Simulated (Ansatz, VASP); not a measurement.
Two plane-wave programs on GaP

```xyz
2
Lattice="0.0000 2.8343 2.5072 2.8343 0.0000 2.5072 2.8343 2.8343 0.0000" Properties=species:S:1:pos:R:3 pbc="T T T"
Ga    0.0000    0.0000    0.0000
P     4.2514    4.2514    3.7608
```

Change from the starting cell: strain +0.040 along x and y, -0.080 along z, atoms carried along.

Alike in both runs: task single point; functional PBEsol; k mesh 8 × 8 × 8; occupations gaussian, width 0.05 eV; no spin polarisation.

|  | VASP | Ansatz |
| --- | --- | --- |
| version | VASP 6.6.1 | Ansatz 0.2.0 |
| potentials or method | VASP PAW PBE potentials, release 64 (Ga_d, P), cutoff 520 eV | scalar-relativistic, plane waves, PAW |
| valence electrons in the cell | 18 | 18 |

Ansatz gave:

* gap on the k mesh at the Fermi level (eV): 0.41
* least direct gap on the mesh (eV): 1.31
* pressure (GPa): -0.5
* traceless stress, the component that is largest in VASP (GPa): 4.77

Which values does VASP return?

gap on the k mesh at the Fermi level (eV): 0.41; least direct gap on the mesh (eV): 1.32; pressure (GPa): -0.6; traceless stress, the component that is largest in VASP (GPa): 4.79.

VASP's potentials were made for PBE, not for PBEsol. With one functional, cell and mesh, what is left measures potentials, basis and numerics.
